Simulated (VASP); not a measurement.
The system is MgV3.

```
V Mg
1.0
     3.90307    0.00000    0.00000
     0.00000    3.90307    0.00000
     0.00000    0.00000    3.90307
V Mg
3 1
Direct
  0.00000 0.50000 0.50000
  0.50000 0.00000 0.50000
  0.50000 0.50000 0.00000
  0.00000 0.00000 0.00000
```

Base run:

- Program: VASP 6.6.1
- Functional: PBE
- Potentials or basis: VASP PAW PBE potentials, release 64 (V_sv, Mg)
- Cutoff: 520 eV
- k mesh: 12 × 12 × 12
- Occupations: gaussian, width 0.1 eV
- Spin: no spin polarisation

Its results: pressure -0.1 GPa.

Problem. The run is repeated on the same cell with these changes: functional from PBE to r2SCAN; further incar settings from ALGO = Fast; EDIFF = 1e-06; NBANDS = 28 to ALGO = Normal; EDIFF = 1e-06; NBANDS = 28. What comes out?

Solution. Pressure -1.9 GPa.

Caveats: the PAW data sets were made with another functional, which shifts forces and pressure a little (some runs).
